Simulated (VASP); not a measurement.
# GaN (P6_3mc) in VASP: relaxation of cell and atoms with r2SCAN

Aim: the relaxation of cell and atoms of GaN with r2SCAN.

Program: VASP 6.6.1. These are calculated values, not measurements. Logs are shortened: lines on timing, memory, paths and dates and some standing lists are left out, and cuts for length are marked.

**1. The cell of the first run**

It takes space group P6_3mc (No. 186, hexagonal). The conventional cell has a = 3.180 Å, b = 3.180 Å, c = 5.166 Å, α = 90.00°, β = 90.00°, γ = 120.00°. Ga (site symmetry 3m) has 4 N at 1.94 to 1.95 Å within 2.6 Å. N (site symmetry 3m) has 4 Ga at 1.94 to 1.95 Å within 2.6 Å.

**2. Relaxation of cell and atoms, r2SCAN**

File POSCAR:

```
GaN
1.0
    3.1800000000      0.0000000000      0.0000000000
   -1.5900000000      2.7539607840      0.0000000000
    0.0000000000      0.0000000000      5.1660000000
Ga N
2 2
Direct
    0.3333333333      0.6666666667      0.0000000000
    0.6666666667      0.3333333333      0.5000000000
    0.3333333333      0.6666666667      0.3750000000
    0.6666666667      0.3333333333      0.8750000000
```

File INCAR.step1:

```
  PREC = Accurate
  ENCUT = 600
  ISMEAR = -1
  SIGMA = 0.1
  LREAL = F
  LASPH = T
  NELM = 80
  GGA = PE
  ALGO = Normal
  EDIFF = 1E-4
  LWAVE = T
  LCHARG = F
```

File INCAR.step2:

```
  PREC = Accurate
  ENCUT = 600
  EDIFF = 1E-6
  ISMEAR = -1
  SIGMA = 0.1
  LREAL = F
  LASPH = T
  NELM = 80
  ALGO = Normal
  ISIF = 3
  LWAVE = F
  LCHARG = F
  METAGGA = R2SCAN
  LMIXTAU = T
  IBRION = 2
  NSW = 100
  EDIFFG = -0.002
  ISTART = 1
```

File KPOINTS:

```
Automatic mesh
0
Gamma
  16 16 8
```

Potentials or basis: VASP PAW PBE potentials, release 64 (Ga_d, N).

Run with:

```
$ cat potpaw_PBE.64/Ga_d/POTCAR potpaw_PBE.64/N/POTCAR > POTCAR
$ cp INCAR.step1 INCAR
$ mpirun -np 1 vasp_std > vasp.out
$ cp INCAR.step2 INCAR
$ mpirun -np 1 vasp_std > vasp.out
```

OUTCAR:

```text
PREC = Accurate
   ENCUT = 600
   EDIFF = 1E-6
   ISMEAR = -1
   LREAL = F
   LASPH = T
   NELM = 80
   ISIF = 3
   METAGGA = R2SCAN
   IBRION = 2
   NSW = 100
   EDIFFG = -0.002
   ISTART = 1

 ion  position               nearest neighbor table
   1  0.333  0.667  0.000-   3 1.94   4 1.95   4 1.95   4 1.95
   2  0.667  0.333  0.500-   4 1.94   3 1.95   3 1.95   3 1.95
   3  0.333  0.667  0.375-   1 1.94   2 1.95   2 1.95   2 1.95
   4  0.667  0.333  0.875-   2 1.94   1 1.95   1 1.95   1 1.95

  LATTYP: Found a hexagonal cell.
 ALAT       =     3.1800000000
 C/A-ratio  =     1.6245283019

  Lattice vectors:

 A1 = (   3.1800000000,   0.0000000000,   0.0000000000)
 A2 = (  -1.5900000000,   2.7539607840,   0.0000000000)
 A3 = (   0.0000000000,   0.0000000000,   5.1660000000)

Analysis of symmetry for initial positions (statically):
=====================================================================
 Subroutine PRICEL returns:
 Original cell was already a primitive cell.

 Routine SETGRP: Setting up the symmetry group for a
 hexagonal supercell.

 Subroutine GETGRP returns: Found 12 space group operations
 (whereof  6 operations were pure point group operations)
 out of a pool of 24 trial point group operations.

The static configuration has the point symmetry C_3v.
 The point group associated with its full space group is C_6v.

Analysis of symmetry for dynamics (positions and initial velocities):
=====================================================================
 Subroutine PRICEL returns:
 Original cell was already a primitive cell.

 Routine SETGRP: Setting up the symmetry group for a
 hexagonal supercell.

 Subroutine GETGRP returns: Found 12 space group operations
 (whereof  6 operations were pure point group operations)
 out of a pool of 24 trial point group operations.

The dynamic configuration has the point symmetry C_3v.
 The point group associated with its full space group is C_6v.

 Subroutine INISYM returns: Found 12 space group operations
 (whereof  6 operations are pure point group operations),
 and found     1 'primitive' translations

----------------------------------------------------------------------------------------

[... 114 lines left out ...]
   IMIX   =      4    mixing-type and parameters
     AMIX     =   0.40;   BMIX     =  1.00
     AMIX_MAG =   1.60;   BMIX_MAG =  1.00
  volume/ion in A,a.u.               =      11.31        76.33
  Fermi-wavevector in a.u.,A,eV,Ry     =   1.517036  2.866782 31.312427  2.301398
  Thomas-Fermi vector in A             =   2.626345
   LORBIT       =      0    0 simple, 1 ext, 2 COOP (PROOUT), +10 PAW based schemes
   METAGGA = R2SCAN    functional components
   LHFCALC =     F    Hartree Fock is set to
   AEXX    =    0.0000 exact exchange contribution
   IVDW    =     0    specifies the selected vdW correction
   LEPSILON=     F    determine dielectric tensor
   LRPA    =     F    only Hartree local field effects (RPA)
 conjugate gradient relaxation of ions
 non-spin polarized calculation
  energy-cutoff  :      600.00
  volume of cell :       45.24
 maximum number of plane-waves:      1532
 NGX is ok and might be reduce to    28
   NGX = 13   NGY = 13   NGZ = 21

--------------------------------------- Ionic step        1  -------------------------------------------

 number of electron      35.9999995 magnetization

 Free energy of the ion-electron system (eV)
  ---------------------------------------------------
  ext. energy  EPLUGINS =         0.00000000
  ---------------------------------------------------
  free energy    TOTEN  =       -43.81808241 eV

  energy without entropy =      -43.81808229  energy(sigma->0) =      -43.81808235

------------------------ aborting loop because EDIFF is reached ----------------------------------------

  FORCE on cell =-STRESS in cart. coord.  units (eV):
  Direction    XX          YY          ZZ          XY          YZ          ZX
  --------------------------------------------------------------------------------------
  -------------------------------------------------------------------------------------
  Total        0.4178364      0.4178364      1.0317084      0.0000000      0.0000000      0.0000000
  in kB       14.7971327     14.7971327     36.5366120      0.0000000      0.0000000      0.0000000
  external PRESSURE =      22.0436258 kB  Pullay stress =       0.0000000 kB
[... 95 lines left out ...]
  FREE ENERGIE OF THE ION-ELECTRON SYSTEM (eV)
  ---------------------------------------------------
  free  energy   TOTEN  =       -43.8231732944 eV

  energy  without entropy=      -43.8231731090  energy(sigma->0) =      -43.82317320

[... ionic steps 4 to 7 ...]

--------------------------------------- Ionic step        8  -------------------------------------------

 number of electron      35.9999997 magnetization

------------------------ aborting loop because EDIFF is reached ----------------------------------------
[... 71 lines left out ...]
--------------------------------------- Ionic step       10  -------------------------------------------

 number of electron      35.9999997 magnetization

 Free energy of the ion-electron system (eV)
  ---------------------------------------------------
  ext. energy  EPLUGINS =         0.00000000
  ---------------------------------------------------
  free energy    TOTEN  =       -43.82322315 eV

  energy without entropy =      -43.82322297  energy(sigma->0) =      -43.82322306

 E-fermi :   6.3635     XC(G=0): -12.6293

 val. band max:        5.0388226519   @ k =   0.0000   0.0000   0.0000
 cond. band min:       7.3417082378   @ k =   0.0000   0.0000   0.0000
 fundamental gap:      2.3028855859
 Fermi energy:         6.3635459105

 k-point     1 :       0.0000    0.0000    0.0000
  band No.  band energies     occupation
      1     -11.7242      2.00000
      2     -10.7359      2.00000
      3      -8.7864      2.00000
      4      -8.7717      2.00000
      5      -8.7716      2.00000
      6      -8.7045      2.00000
[... 589 lines left out ...]
     21      12.8781      0.00000
     22      13.6456      0.00000

 [... further k-points ...]

------------------------ aborting loop because EDIFF is reached ----------------------------------------

  FORCE on cell =-STRESS in cart. coord.  units (eV):
  Direction    XX          YY          ZZ          XY          YZ          ZX
  --------------------------------------------------------------------------------------
  -------------------------------------------------------------------------------------
  Total       -0.0063867     -0.0063867     -0.0048357      0.0000000      0.0000000      0.0000000
  in kB       -0.2236716     -0.2236716     -0.1693528      0.0000000      0.0000000      0.0000000
  external PRESSURE =      -0.2055653 kB  Pullay stress =       0.0000000 kB
[... 19 lines left out ...]
  FREE ENERGIE OF THE ION-ELECTRON SYSTEM (eV)
  ---------------------------------------------------
  free  energy   TOTEN  =       -43.8232231517 eV

  energy  without entropy=      -43.8232229684  energy(sigma->0) =      -43.82322306

 reached required accuracy - stopping structural energy minimisation
```

OUTCAR.step1:

```text
PREC = Accurate
   ENCUT = 600
   ISMEAR = -1
   LREAL = F
   LASPH = T
[... 830 lines left out ...]
     -0.00000      1.83597      0.00000         0.000000     -0.000000     -0.134570
      1.59000      0.91799      2.58300         0.000000      0.000000     -0.134570
     -0.00000      1.83597      1.93725        -0.000000     -0.000000      0.134570
      1.59000      0.91799      4.52025         0.000000      0.000000      0.134570
 -----------------------------------------------------------------------------------
    total drift:                               -0.000000     -0.000000      0.001204

  FREE ENERGIE OF THE ION-ELECTRON SYSTEM (eV)
  ---------------------------------------------------
  free  energy   TOTEN  =       -24.2881305877 eV

  energy  without entropy=      -24.2881297534  energy(sigma->0) =      -24.28813017
```

OSZICAR.step1:

```text
N       E                     dE             d eps       ncg     rms          rms(c)
DAV:   1     0.295215341986E+03    0.29522E+03   -0.20105E+04  6926   0.333E+03
DAV:   2     0.110628104094E+02   -0.28415E+03   -0.27497E+03  7194   0.571E+02
DAV:   3    -0.266624156096E+02   -0.37725E+02   -0.37210E+02  7584   0.166E+02
DAV:   4    -0.283129979146E+02   -0.16506E+01   -0.16457E+01  9190   0.364E+01
DAV:   5    -0.283388493873E+02   -0.25851E-01   -0.25841E-01  7476   0.425E+00    0.110E+01
DAV:   6    -0.241722532773E+02    0.41666E+01   -0.15243E+01 11926   0.591E+01    0.305E+00
DAV:   7    -0.243083838016E+02   -0.13613E+00   -0.18824E+00  7248   0.122E+01    0.271E+00
DAV:   8    -0.243114837507E+02   -0.30999E-02   -0.29895E-01  9968   0.923E+00    0.884E-01
DAV:   9    -0.242871154205E+02    0.24368E-01   -0.12357E-01 11852   0.620E+00    0.327E-01
DAV:  10    -0.242881714959E+02   -0.10561E-02   -0.69656E-03  7726   0.932E-01    0.131E-01
DAV:  11    -0.242881142665E+02    0.57229E-04   -0.14827E-03  9684   0.779E-01    0.201E-02
DAV:  12    -0.242881305877E+02   -0.16321E-04   -0.16327E-04  5870   0.120E-01
   1 F= -.24288131E+02 E0= -.24288130E+02  d E =-.834271E-06
```

It took 30 min on 1 thread of Intel Xeon 6975P-C (Granite Rapids), shared host; peak memory 0.32 GiB.

Results:

| Property | Result |
| --- | --- |
| Free energy | -43.8232 eV |
| Relaxed volume | 11.44 Å³/atom |
| Relaxed cell | a = 3.189 Å, b = 3.189 Å, c = 5.195 Å, α = 90.00°, β = 90.00°, γ = 120.00° |
| Space group after relaxing (to 0.1 Å) | P6_3mc (No. 186) |
| Energy gained by relaxing | 1.3 meV/atom |
| Ionic steps | 10 |
| Pressure after relaxing | 0.0 GPa |
| Band gap on the k mesh | 2.30 eV |

Step by step:
```tsv
step	energy change (eV)	largest force (eV/Å)	pressure (GPa)	volume (Å³)
1	0.0000	0.1447	2.20	45.24
2	0.0000	0.0948	-2.16	46.27
3	-0.0051	0.0186	-0.02	45.74
4	-0.0051	0.0155	-0.08	45.75
5	-0.0051	0.0004	0.03	45.74
6	-0.0051	0.0042	0.08	45.74
7	-0.0051	0.0007	-0.08	45.76
8	-0.0051	0.0019	0.00	45.75
9	-0.0051	0.0026	-0.03	45.75
10	-0.0051	0.0011	-0.02	45.75
```

Final structure:
```xyz
4
Lattice="3.1889 0.0000 0.0000 -1.5945 2.7617 0.0000 0.0000 0.0000 5.1947" Properties=species:S:1:pos:R:3 pbc="T T T"
Ga    0.0000    1.8411    5.1900
Ga    1.5945    0.9206    2.5927
N     0.0000    1.8411    1.9527
N     1.5945    0.9206    4.5500
```

Caveat: the PAW data sets were made with another functional, which shifts forces and pressure a little. A k mesh can miss the band edges.
